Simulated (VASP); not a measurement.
Wanted: the native input for a VASP 6.6.1 run.

```yaml
Task: single point
Functional: PBE
Potentials_or_basis: VASP PAW PBE potentials, release 64 (Li_sv, H)
Cutoff: 650 eV
k_mesh: 4 × 6 × 1
Occupations: gaussian, width 0.1 eV
Spin: no spin polarisation
Dipole_correction: yes
Further_INCAR_settings: ALGO = Normal; EDIFF = 1e-06; NBANDS = 12; NELMDL = -8
```

The structure of LiH lies in POSCAR:

```
LiH
1.0
    5.3797500115      0.0040591684      0.0000000000
    0.0020527014      2.6889236384      0.0000000000
    0.0000000000      0.0000000000     23.8000000000
Li H
2 2
Direct
    0.2501684157      0.5004468356      0.2943981512
    0.7503424596      0.4992704783      0.2940137266
   -0.0002311193     -0.0003155779      0.2944966173
    0.4997202440      0.0005982640      0.2935620933
```

The input as run:

INCAR

```
ALGO = Normal ; DIPOL = 0.5 0.5 0.294
EDIFF = 1E-6 ; ENCUT = 650
GGA = PE ; GGA_COMPAT = F
IDIPOL = 3 ; ISIF = 2
ISMEAR = 0 ; LASPH = T
LCHARG = F ; LDIPOL = T
LREAL = F ; LWAVE = F
NBANDS = 12 ; NELM = 120
NELMDL = -8 ; PREC = Accurate
SIGMA = 0.1
```

KPOINTS

```
k-points
0
Gamma
  4 6 1
```

Potentials or basis: VASP PAW PBE potentials, release 64 (Li_sv, H).

Launch:

```console
$ cat potpaw_PBE.64/Li_sv/POTCAR potpaw_PBE.64/H/POTCAR > POTCAR
$ mpirun -np 1 vasp_std > vasp.out
```

Results of the run:

| Quantity | Value |
| --- | --- |
| Largest force | 0.018 eV/Å |
| Band gap on the k mesh | 1.15 eV |

It took 67 s on 1 thread of Intel(R) Xeon(R) 6975P-C (Granite Rapids) (shared host), peak memory 0.53 GiB.
